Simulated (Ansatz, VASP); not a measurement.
# One calculation of H13ClO6, two programs

```xyz
20
Lattice="6.3339 0.0000 0.0000 0.0000 6.3339 0.0000 0.0000 0.0000 6.3339" Properties=species:S:1:pos:R:3 pbc="T T T"
O     1.7396    4.8558    2.2957
O     0.8635    0.0330    6.6009
O     5.2513    3.6797    4.9278
O     5.6418    0.9798    1.9670
O     0.8124    2.6476    3.4658
O     4.4527    4.8334    2.5061
H     1.3984    3.9665    2.6437
H     1.5285    5.4747    3.0179
H     1.2857   -0.6555    7.1927
H     0.1601    0.5155    7.2754
H     4.8211    4.1506    4.1789
H     4.5501    3.0662    5.2463
H     5.2029    0.1811    2.3561
H     6.1815    1.4608    2.6535
H     0.0889    3.0092    4.0889
H     1.5277    2.3888    4.1116
H     4.7793    4.1719    1.8653
H     3.4648    4.8333    2.3647
H     1.5823    0.7212   -0.0598
Cl    2.7584    2.0016   -0.5872
```

Alike in both runs: functional PBE; dispersion D3(BJ); k mesh 1 × 1 × 1; occupations fermi-dirac, width 0.02 eV; no spin polarisation.

Ansatz relaxed the structure, and its values are those at the end. VASP's run is a single point on that final structure, the one shown.

|  | VASP | Ansatz |
| --- | --- | --- |
| version | VASP 6.6.1 | Ansatz 0.2.0 |
| potentials or method | VASP PAW PBE potentials, release 64 (O_h, H_h, Cl), cutoff 1000 eV | scalar-relativistic, plane waves, PAW |
| valence electrons in the cell | 56 | 56 |

|  | VASP | Ansatz | Ansatz less VASP |
| --- | --- | --- | --- |
| rms of the force components (eV/Å) | 0.089 | 0.088 | -0.0009 |
